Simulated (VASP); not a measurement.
Set up this calculation in VASP 6.6.1, as the native input.

* Task: single point
* Functional: LDA
* Potentials or basis: VASP PAW LDA potentials, release 64 (Li_sv)
* Cutoff: 520 eV
* k mesh: 18 × 18 × 18
* Occupations: gaussian, width 0.15 eV
* Spin: no spin polarisation
* Dipole correction: no
* Further INCAR settings: ALGO = Normal; EDIFF = 1e-07; NBANDS = 8

The structure of Li lies in POSCAR:

```
Li
1.0
    0.0000000000      2.1359400000      2.1359400000
    2.1359400000      0.0000000000      2.1359400000
    2.1359400000      2.1359400000      0.0000000000
Li
1
Direct
    0.0000000000      0.0000000000      0.0000000000
```

This isn't the form of Li at room conditions, which is bcc.

This cell differs from its parent crystal: strain -0.030 along x and y, -0.030 along z.

The input as run:

INCAR

```
ALGO = Normal
EDIFF = 1E-7
ENCUT = 520
ISIF = 2
ISMEAR = 0
LASPH = T
LCHARG = F
LREAL = F
LWAVE = F
NBANDS = 8
NELM = 60
PREC = Accurate
SIGMA = 0.15
```

KPOINTS

```
k-points
0
Gamma
  18 18 18
```

Potentials or basis: VASP PAW LDA potentials, release 64 (Li_sv).

Command:

```console
$ cat potpaw_LDA.64/Li_sv/POTCAR > POTCAR
$ mpirun -np 1 vasp_std > vasp.out
```

Results of the run:

The band gap on the k mesh is zero (an odd number of electrons rules out a gap without spin polarisation).

Caveat: the cell differs from its parent crystal (strain -0.030 along x and y, -0.030 along z).

Wall time 6.5 s on 1 thread of Intel(R) Xeon(R) 6975P-C (Granite Rapids) (shared host), peak memory 0.13 GiB.
